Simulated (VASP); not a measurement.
A run of VASP 6.6.1 is set up as follows.

The input INCAR:

```
SYSTEM = Bi2S3
PREC = Accurate
ENCUT = 520
EDIFF = 1E-6
ISMEAR = -1
SIGMA = 0.02
LREAL = .False.
LASPH = .True.
NELM = 100
ALGO = Normal
ISIF = 2
LWAVE = .False.
LCHARG = .False.
GGA = PE
NBANDS = 32
```

The input KPOINTS:

```
regular mesh
0
Gamma
  8 8 8
  0 0 0
```

POSCAR

```
Bi2S3
1.0
    1.9786561434      1.1089170930      9.3599410245
   -2.0366115404      1.2092987851      9.3599410245
    0.0579553970     -2.3182158781      9.3599410245
Bi S
2 3
Direct
    0.3900801798      0.4098329442      0.3992430725
    0.6099198202      0.5901670558      0.6007569275
    0.2323278160      0.2000889466      0.2155397384
    0.7676721840      0.7999110534      0.7844602616
    0.0000000000      0.0000000000      0.0000000000
```

Potentials or basis: VASP PAW PBE potentials, release 64 (Bi_d, S).

Run with:

```sh
$ cat potpaw_PBE.64/Bi_d/POTCAR potpaw_PBE.64/S/POTCAR > POTCAR
$ mpirun -np 1 vasp_std > vasp.out
```

What does it give for the band gap on the k mesh?

0.68 eV, direct.

Predict the largest force.

0.125 eV/Å.

Estimate the pressure.

2.1 GPa.

Stress tensor (GPa, compression positive):
```
 2.11  1.60 -0.43
 1.60  2.21 -0.03
-0.43 -0.03  2.07
```

Caveat: the cell differs from its parent crystal (shear xy strain -5.0%); spin-orbit coupling is left out, which moves the levels of the heavy elements. A k mesh can miss the band edges.
